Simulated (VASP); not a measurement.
# Fe (Fd-3m) in VASP: a series of runs, part 3 of 3

VASP 6.6.1.

### 6 Relaxation of cell and atoms, PBE

Input file INCAR:

```
PREC = Accurate ; ENCUT = 600
EDIFF = 1E-6 ; ISMEAR = 0
SIGMA = 0.1 ; LREAL = False
LASPH = True ; NELM = 80
ALGO = Fast ; ISIF = 3
LWAVE = False ; LCHARG = False
GGA = PE ; IBRION = 2
NSW = 100 ; EDIFFG = -0.01
```

Input file KPOINTS:

```
Automatic mesh
0
Gamma
  14 14 14
```

Input file POSCAR:

```
Fe
1.0
    0.0000000000      2.4365235877      2.4365235877
    2.4365235877      0.0000000000      2.4365235877
    2.4365235877      2.4365235877      0.0000000000
Fe
2
Direct
    0.0000000000      0.0000000000      0.0000000000
    0.2500000000      0.2500000000      0.2500000000
```

Potentials or basis: VASP PAW PBE potentials, release 64 (Fe).

On the command line:

```bash
$ cat potpaw_PBE.64/Fe/POTCAR > POTCAR
$ mpirun -np 1 vasp_std > vasp.out
```

OUTCAR:

```text
PREC = Accurate
   ENCUT = 600
   EDIFF = 1E-6
   ISMEAR = 0
   LREAL = False
   LASPH = True
   NELM = 80
   ISIF = 3
   GGA = PE
   IBRION = 2
   NSW = 100
   EDIFFG = -0.01

 ion  position               nearest neighbor table
   1  0.000  0.000  0.000-   2 2.11   2 2.11   2 2.11   2 2.11
   2  0.250  0.250  0.250-   1 2.11   1 2.11   1 2.11   1 2.11

  LATTYP: Found a face centered cubic cell.
 ALAT       =     4.8730471754

  Lattice vectors:

 A1 = (   0.0000000000,   2.4365235877,   2.4365235877)
 A2 = (   2.4365235877,   0.0000000000,   2.4365235877)
 A3 = (   2.4365235877,   2.4365235877,   0.0000000000)

Analysis of symmetry for initial positions (statically):
=====================================================================
 Subroutine PRICEL returns:
 Original cell was already a primitive cell.

 Routine SETGRP: Setting up the symmetry group for a
 face centered cubic supercell.

 Subroutine GETGRP returns: Found 48 space group operations
 (whereof 24 operations were pure point group operations)
 out of a pool of 48 trial point group operations.

The static configuration has the point symmetry T_d .
 The point group associated with its full space group is O_h .

Analysis of symmetry for dynamics (positions and initial velocities):
=====================================================================
 Subroutine PRICEL returns:
 Original cell was already a primitive cell.

 Routine SETGRP: Setting up the symmetry group for a
 face centered cubic supercell.

 Subroutine GETGRP returns: Found 48 space group operations
 (whereof 24 operations were pure point group operations)
 out of a pool of 48 trial point group operations.

The dynamic configuration has the point symmetry T_d .
 The point group associated with its full space group is O_h .

 Subroutine INISYM returns: Found 48 space group operations
 (whereof 24 operations are pure point group operations),
 and found     1 'primitive' translations

----------------------------------------------------------------------------------------

                                     Primitive cell

  volume of cell :      28.9296

  direct lattice vectors                    reciprocal lattice vectors
     0.000000000  2.436523588  2.436523588    -0.205210408  0.205210408  0.205210408
     2.436523588  0.000000000  2.436523588     0.205210408 -0.205210408  0.205210408
     2.436523588  2.436523588  0.000000000     0.205210408  0.205210408 -0.205210408

  length of vectors
     3.445764703  3.445764703  3.445764703     0.355434853  0.355434853  0.355434853

  position of ions in fractional coordinates (direct lattice)
     0.000000000  0.000000000  0.000000000
     0.250000000  0.250000000  0.250000000

  ion indices of the primitive-cell ions
   primitive index   ion index
                 1           1
                 2           2

----------------------------------------------------------------------------------------

 KPOINTS: Automatic mesh

Automatic generation of k-mesh.
 Grid dimensions read from file:
 generate k-points for:   14   14   14

 Generating k-lattice:

[... 51 lines left out ...]
 SYSTEM =  unknown system
   PREC   = accura    normal or accurate (medium, high low for compatibility)
   ISTART =      0    job   : 0-new  1-cont  2-samecut
   ICHARG =      2    charge: 1-file 2-atom 10-const
   ISPIN  =      1    spin polarized calculation?
   LNONCOLLINEAR =      F non collinear calculations
   LSORBIT =      F    spin-orbit coupling
   LASPH  =      T    aspherical Exc in radial PAW
   ENCUT  =  600.0 eV  44.10 Ry    6.64 a.u.   6.88  6.88  6.88*2*pi/ulx,y,z
   NELM   =     80;   NELMIN=  2; NELMDL= -5     # of ELM steps
   EDIFF  = 0.1E-05   stopping-criterion for ELM
   LREAL  =      F    real-space projection
   EDIFFG = -.1E-01   stopping-criterion for IOM
   NSW    =    100    number of steps for IOM
   IBRION =      2    ionic relax: 0-MD 1-quasi-New 2-CG
   NFREE  =      1    steps in history (QN), initial steepest desc. (CG)
   ISIF   =      3    stress and relaxation
   ISYM   =      2    0-nonsym 1-usesym 2-fastsym
   POTIM  = 0.5000    time-step for ionic-motion
   TEBEG  =    0.0;   TEEND  =   0.0 temperature during run
   PSTRESS=    0.0 pullay stress
   NELECT =      16.0000    total number of electrons
   NUPDOWN=      -1.0000    fix difference up-down
   EMIN   =  10.00;   EMAX   =-10.00  energy-range for DOS
   EFERMI =   0.00;   METHOD = LEGACY
   ISMEAR =     0;   SIGMA  =   0.10  broadening in eV -4-tet -1-fermi 0-gaus
   EFERMI_NEDOS =   21; number of points for ismear=-14 and -15
   IALGO  =     68    algorithm
   IMIX   =      4    mixing-type and parameters
     AMIX     =   0.40;   BMIX     =  1.00
     AMIX_MAG =   1.60;   BMIX_MAG =  1.00
  volume/ion in A,a.u.               =      14.46        97.61
  Fermi-wavevector in a.u.,A,eV,Ry     =   1.343799  2.539411 24.569331  1.805795
  Thomas-Fermi vector in A             =   2.471844
   LORBIT       =      0    0 simple, 1 ext, 2 COOP (PROOUT), +10 PAW based schemes
   GGA     = PE    functional components
   LHFCALC =     F    Hartree Fock is set to
   AEXX    =    0.0000 exact exchange contribution
   IVDW    =     0    specifies the selected vdW correction
   LEPSILON=     F    determine dielectric tensor
   LRPA    =     F    only Hartree local field effects (RPA)
 conjugate gradient relaxation of ions
 non-spin polarized calculation
 RMM-DIIS sequential band-by-band and
 Gauss-broadening in eV      SIGMA  =   0.10
  energy-cutoff  :      600.00
  volume of cell :       28.93
 maximum number of plane-waves:       982
   NGX = 13   NGY = 13   NGZ = 13

--------------------------------------- Ionic step        1  -------------------------------------------

 number of electron      16.0000007 magnetization

 Free energy of the ion-electron system (eV)
  ---------------------------------------------------
  ext. energy  EPLUGINS =         0.00000000
  ---------------------------------------------------
  free energy    TOTEN  =       -13.99819412 eV

  energy without entropy =      -13.98649839  energy(sigma->0) =      -13.99234626

------------------------ aborting loop because EDIFF is reached ----------------------------------------

  FORCE on cell =-STRESS in cart. coord.  units (eV):
  Direction    XX          YY          ZZ          XY          YZ          ZX
  --------------------------------------------------------------------------------------
  -------------------------------------------------------------------------------------
  Total       -0.2750413     -0.2750413     -0.2750413      0.0000000     -0.0000000      0.0000000
  in kB      -15.2323418    -15.2323418    -15.2323418      0.0000000     -0.0000000      0.0000000
  external PRESSURE =     -15.2323418 kB  Pullay stress =       0.0000000 kB
[... 59 lines left out ...]
--------------------------------------- Ionic step        3  -------------------------------------------

 number of electron      16.0000010 magnetization

 Free energy of the ion-electron system (eV)
  ---------------------------------------------------
  ext. energy  EPLUGINS =         0.00000000
  ---------------------------------------------------
  free energy    TOTEN  =       -13.99964023 eV

  energy without entropy =      -13.98814621  energy(sigma->0) =      -13.99389322

 E-fermi :   3.6804     XC(G=0): -11.5688

 val. band max:        3.6687464125   @ k =  -0.4286   0.1429   0.0714
 cond. band min:       3.6824018534   @ k =  -0.4286   0.0714   0.0000
 fundamental gap:      0.0136554409
 Fermi energy:         3.6803600432

 k-point     1 :       0.0000    0.0000    0.0000
  band No.  band energies     occupation
      1      -3.0140      2.00000
      2       0.9093      2.00000
      3       0.9093      2.00000
      4       1.2204      2.00000
      5       1.2204      2.00000
      6       1.2204      2.00000
      7       3.2887      2.00000
      8       3.2887      2.00000
      9       3.2887      2.00000
     10       4.9358      0.00000
     11       4.9358      0.00000
     12      18.0816      0.00000
[... 331 lines left out ...]
 k-point    24 :       0.2857    0.1429    0.0000
  band No.  band energies     occupation
      1      -1.5418      2.00000
      2       0.3375      2.00000
      3       1.1414      2.00000
      4       1.3065      2.00000
      5       1.4196      2.00000
      6       1.9390      2.00000
      7       2.3224      2.00000
      8       3.4730      1.99664
      9       3.6526      1.30551
     10       4.5661      0.00000
     11       5.0875      0.00000
     12      11.0427      0.00000

 [... further k-points ...]

------------------------ aborting loop because EDIFF is reached ----------------------------------------

  FORCE on cell =-STRESS in cart. coord.  units (eV):
  Direction    XX          YY          ZZ          XY          YZ          ZX
  --------------------------------------------------------------------------------------
  -------------------------------------------------------------------------------------
  Total       -0.0114745     -0.0114745     -0.0114745      0.0000000     -0.0000000      0.0000000
  in kB       -0.6420820     -0.6420820     -0.6420820      0.0000000     -0.0000000      0.0000000
  external PRESSURE =      -0.6420820 kB  Pullay stress =       0.0000000 kB
[... 17 lines left out ...]
  FREE ENERGIE OF THE ION-ELECTRON SYSTEM (eV)
  ---------------------------------------------------
  free  energy   TOTEN  =       -13.9996402258 eV

  energy  without entropy=      -13.9881462083  energy(sigma->0) =      -13.99389322

 reached required accuracy - stopping structural energy minimisation
```

OSZICAR:

```text
N       E                     dE             d eps       ncg     rms          rms(c)
DAV:   1     0.991345137689E+02    0.99135E+02   -0.81158E+03  2496   0.180E+03
DAV:   2    -0.103224738238E+02   -0.10946E+03   -0.99923E+02  2508   0.302E+02
DAV:   3    -0.154823838385E+02   -0.51599E+01   -0.45013E+01  3272   0.809E+01
DAV:   4    -0.156273973513E+02   -0.14501E+00   -0.14256E+00  2864   0.129E+01
[... 29 lines left out ...]
RMM:   4    -0.139996359976E+02   -0.79733E-04   -0.33865E-03  2502   0.396E-01    0.402E-02
RMM:   5    -0.139996408726E+02   -0.48749E-05   -0.39197E-04  2498   0.313E-01    0.286E-02
RMM:   6    -0.139996364426E+02    0.44300E-05   -0.12497E-04  2528   0.186E-01    0.743E-03
RMM:   7    -0.139996394921E+02   -0.30495E-05   -0.28307E-05  2514   0.423E-02    0.389E-03
RMM:   8    -0.139996402258E+02   -0.73372E-06   -0.21657E-06  1609   0.147E-02
   3 F= -.13999640E+02 E0= -.13993893E+02  d E =-.144610E-02
```

It took 68 s on 1 thread of Intel Xeon 6975P-C (Granite Rapids), shared host; peak memory 0.18 GiB.

What came out:

- Free energy: -13.9996 eV
- Relaxed volume: 14.32 Å³/atom
- Relaxed cell: a = 3.434 Å, b = 3.434 Å, c = 3.434 Å, α = 60.00°, β = 60.00°, γ = 60.00°
- Space group after relaxing (to 0.05 Å): Fd-3m (No. 227)
- Energy gained by relaxing: 0.7 meV/atom
- Ionic steps: 3
- Pressure after relaxing: -0.1 GPa
- Band gap on the k mesh: zero (band 8 reaches 3.96 eV, above the bottom of band 9 at 3.27 eV)

Step by step:
```
step  energy change (eV)  largest force (eV/Å)  pressure (GPa)  volume (Å³)
   1              0.0000                0.0000           -1.52        28.93
   2             -0.0002                0.0000            1.48        28.36
   3             -0.0014                0.0000           -0.06        28.63
```

Final structure:
```
Fe
1.0
     0.00000    2.42815    2.42815
     2.42815    0.00000    2.42815
     2.42815    2.42815    0.00000
Fe
2
Direct
  0.00000 0.00000 0.00000
  0.25000 0.25000 0.25000
```

Levels at points of the mesh, in eV from the Fermi level:
```tsv
k point	band 6	band 7	band 8	band 9	band 10	band 11
(0.00, 0.00, 0.00)	-2.46	-0.39	-0.39	-0.39	1.26	1.26
(0.50, 0.00, 0.00)	-2.48	-1.07	0.18	0.18	1.00	1.00
(0.50, 0.50, 0.00)	-1.37	-0.73	-0.73	1.21	1.21	2.77
```

Caveat: the run has no spin polarisation, though such a crystal can be magnetic.

### 7 Summary

| task | cell | k mesh | cutoff (eV) | gap on the mesh (eV) | pressure (GPa) | relaxed volume (Å³/atom) |
| --- | --- | --- | --- | --- | --- | --- |
| single point | a = 3.446 Å, angles 60.0°, 2 atoms | 6 × 6 × 6 | 520 | none | -1.4 | - |
| relaxation of cell and atoms | relaxed from a = 3.360 Å, angles 60.0°, 2 atoms | 6 × 6 × 6 | 600 | none | -0.1 | 14.33 |
| single point | a = 3.446 Å, angles 60.0°, 2 atoms | 14 × 14 × 14 | 520 | none | -1.5 | - |
| relaxation of cell and atoms | relaxed from a = 3.446 Å, angles 60.0°, 2 atoms | 14 × 14 × 14 | 600 | none | -0.1 | 14.32 |

Alike in all rows: level PBE; potentials or basis VASP PAW PBE potentials, release 64 (Fe); no spin polarisation; smearing gaussian 0.1 eV.

Caveats: some runs use coarse meshes; the run has no spin polarisation, though such a crystal can be magnetic.

Absolute energies hang on the potentials; compare differences alone.
